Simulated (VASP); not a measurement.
Write the native input for VASP 6.6.1 that does the following.

```
Task                   : relaxation of cell and atoms
Functional             : PBE
Potentials or basis    : VASP PAW PBE potentials, release 64 (Sr_sv, Al, O)
Cutoff                 : 600 eV
k mesh                 : 5 × 5 × 5
Occupations            : gaussian, width 0.2 eV
Spin                   : no spin polarisation
Dipole correction      : no
Further INCAR settings : ALGO = Normal; EDIFF = 1e-07; IBRION = 2; EDIFFG = -0.08; NSW = 36; ISIF = 3
```

The structure of Sr2AlO lies in POSCAR:

```
Sr2AlO
1.0
    5.0033222600      0.0000000000      0.0000000000
   -2.5016611300      4.3330041800      0.0000000000
    0.0000000000      0.0000000000      4.1407768400
Sr Al O
2 1 1
Direct
    0.3333333300      0.6666666700      0.5000000000
    0.6666666700      0.3333333300      0.5000000000
    0.0000000000      0.0000000000      0.0000000000
    0.0000000000      0.0000000000      0.5000000000
```

The cell was built from a structure type or drawn by symmetry, and may not be a known phase.

One way to write it, as run:

INCAR

```
SYSTEM = Sr2AlO
  ALGO = Normal
  EDIFF = 1E-7
  EDIFFG = -0.08
  ENCUT = 600
  GGA = PE
  GGA_COMPAT = .False.
  IBRION = 2
  ISIF = 3
  ISMEAR = 0
  LASPH = .True.
  LCHARG = .False.
  LREAL = .False.
  LWAVE = .False.
  NELM = 120
  NELMIN = 4
  NSW = 36
  PREC = Accurate
  SIGMA = 0.2
```

KPOINTS

```
k-points
0
Gamma
  5 5 5
  0 0 0
```

Potentials or basis: VASP PAW PBE potentials, release 64 (Sr_sv, Al, O).

Launch:

```bash
$ cat potpaw_PBE.64/Sr_sv/POTCAR potpaw_PBE.64/Al/POTCAR potpaw_PBE.64/O/POTCAR > POTCAR
$ mpirun -np 1 vasp_std > vasp.out
```

Results of the run:

| Property | Result |
| --- | --- |
| Relaxed volume | 25.41 Å³/atom |
| Relaxed cell | a = 5.677 Å, b = 5.677 Å, c = 3.642 Å, α = 90.00°, β = 90.00°, γ = 120.00° |
| Space group after relaxing (to 0.1 Å) | P6/mmm (No. 191) |
| Energy gained by relaxing | 192.9 meV/atom |
| Ionic steps | 8 |
| Pressure after relaxing | 0.1 GPa |
| Band gap on the k mesh | zero (an odd number of electrons rules out a gap without spin polarisation) |

Caveat: an odd number of electrons without spin polarisation forces a metal; a magnetic or distorted state may lie lower.

Wall time 7 min on 1 thread of Intel Xeon 8259CL, with other jobs on the host, peak memory 0.26 GiB.
